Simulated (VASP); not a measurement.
Input of a VASP 6.6.1 run:

The input INCAR:

```
SYSTEM = H3CNO
ALGO = Normal ; EDIFF = 1E-6
ENCUT = 1000 ; GGA = PE
GGA_COMPAT = .FALSE. ; ISIF = 2
ISMEAR = -1 ; IVDW = 12
LASPH = .TRUE. ; LCHARG = .FALSE.
LREAL = Auto ; LWAVE = .FALSE.
NBANDS = 54 ; NELM = 120
PREC = Accurate ; SIGMA = 0.05
```

KPOINTS

```
k-points
0
G
  1 1 1
  0 0 0
```

File POSCAR:

```
H3CNO
1.0
    7.9602190000      0.0000000000      0.0000000000
    0.0000000000      7.9602190000      0.0000000000
    0.0000000000      0.0000000000      7.9602190000
N H O C
4 12 4 4
Direct
    0.9256529249      0.4251893070      0.8041738550
    0.5926972612      0.7281206711      0.8037467311
    0.8776014831      0.1439407634      0.0755883726
    0.5615046521      0.8441727545      0.4142599594
    0.8096385288      0.4808536047      0.8060079754
    0.9209922491      0.3968986280      0.6819033496
    0.9102513386      0.3188982615      0.8809305372
    0.4752256188      0.7603434026      0.8358438380
    0.6787878575      0.7581072832      0.8912443238
    0.6044808566      0.7924530720      0.6941517564
    0.8293113544      0.0287303653      0.0761536837
    1.0022086076      0.1520561181      0.1140672135
    0.8110329628      0.2100193475      0.1616035941
    0.6621425868      0.9218464969      0.3814342294
    0.5734138722      0.7259599265      0.3546636091
    0.4623114012      0.9026761701      0.3596383466
    0.4176895133      0.1795804864     -0.0379135298
    0.2892131485      0.5096467823      0.5302241056
    0.0848971617      0.8713453738      0.6898805171
    0.2602692212      0.6530222347      0.2017029933
    0.4382919616      0.1568675435      0.1013163080
    0.3880546503      0.4358422802      0.6000463053
    0.1609126583      0.7983574321      0.7888225186
    0.1361143456      0.7211610635      0.2133358391
```

Potentials or basis: VASP PAW PBE potentials, release 64 (N_h, H_h, O_h, C_h).

The run is started by

```sh
$ cat potpaw_PBE.64/N_h/POTCAR potpaw_PBE.64/H_h/POTCAR potpaw_PBE.64/O_h/POTCAR potpaw_PBE.64/C_h/POTCAR > POTCAR
$ mpirun -np 1 vasp_gam > vasp.out
```

(1) Estimate the largest force.

(2) Estimate the pressure.

(3) Predict the dispersion energy per atom.

Answers

(1) 1.772 eV/Å.

(2) -0.1 GPa.

(3) -0.028 eV.

Caveat: the k points lie up to 0.79 Å⁻¹ apart; the atoms stand as in a frame of molecular dynamics.
